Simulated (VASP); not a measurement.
Wanted: the native input for a VASP 6.6.1 run.

- Task: single point
- Functional: r2SCAN
- Potentials or basis: VASP PAW PBE potentials, release 64 (Hf_pv, O)
- Cutoff: 520 eV
- k mesh: 6 × 6 × 6
- Occupations: gaussian, width 0.05 eV
- Spin: no spin polarisation
- Dipole correction: no
- Further INCAR settings: ALGO = Normal; EDIFF = 1e-07; NBANDS = 31

Crystal: HfO2.

```xyz
6
Lattice="3.4874 0.0000 0.0000 0.0000 3.4874 0.0000 0.0000 0.0000 4.9425" Properties=species:S:1:pos:R:3 pbc="T T T"
Hf    1.7437    1.7437    2.4713
Hf    0.0000    0.0000    0.0000
O     0.0000    1.7437    3.4408
O     1.7437    0.0000    3.9730
O     1.7437    0.0000    1.5017
O     0.0000    1.7437    0.9695
```

This cell differs from its parent crystal: strain -0.025 along x and y, -0.050 along z.

These files were run (other wordings do the same):

POSCAR

```
HfO2
1.0
    3.4874037232      0.0000000000      0.0000000000
    0.0000000000      3.4874037232      0.0000000000
    0.0000000000      0.0000000000      4.9425402501
Hf O
2 4
Direct
    0.5000000000      0.5000000000      0.5000000000
    0.0000000000      0.0000000000      0.0000000000
    0.0000000000      0.5000000000      0.6961635355
    0.5000000000      0.0000000000      0.8038364645
    0.5000000000      0.0000000000      0.3038364645
    0.0000000000      0.5000000000      0.1961635355
```

INCAR.step1

```
SYSTEM = HfO2
PREC = Accurate
ENCUT = 520
ISMEAR = 0
SIGMA = 0.05
LREAL = .FALSE.
LASPH = .TRUE.
NELM = 100
NBANDS = 31
GGA = PE
ALGO = Normal
EDIFF = 1E-4
LWAVE = .TRUE.
LCHARG = .FALSE.
```

INCAR.step2

```
SYSTEM = HfO2
PREC = Accurate
ENCUT = 520
EDIFF = 1E-7
ISMEAR = 0
SIGMA = 0.05
LREAL = .FALSE.
LASPH = .TRUE.
NELM = 100
ALGO = Normal
ISIF = 2
LWAVE = .FALSE.
LCHARG = .FALSE.
METAGGA = R2SCAN
LMIXTAU = .TRUE.
NBANDS = 31
ISTART = 1
```

KPOINTS

```
Automatic mesh
0
G
  6 6 6
  0 0 0
```

Potentials or basis: VASP PAW PBE potentials, release 64 (Hf_pv, O).

Command:

```console
$ cat potpaw_PBE.64/Hf_pv/POTCAR potpaw_PBE.64/O/POTCAR > POTCAR
$ cp INCAR.step1 INCAR
$ mpirun -np 1 vasp_std > vasp.out
$ cp INCAR.step2 INCAR
$ mpirun -np 1 vasp_std > vasp.out
```

Results of the run:

- Pressure: 27.8 GPa
- Largest force: 0.648 eV/Å
- Band gap on the k mesh: 5.24 eV (least direct gap 5.34 eV)

Caveat: the cell differs from its parent crystal (strain -0.025 along x and y, -0.050 along z); the cell stands under pressure; the PAW data sets were made with another functional, which shifts forces and pressure a little; spin-orbit coupling is left out, which moves the levels of the heavy elements.

It took 2.8 min on 1 thread of AMD EPYC 9R45 96-Core Processor (Zen 5), with other jobs on the host, peak memory 0.19 GiB.
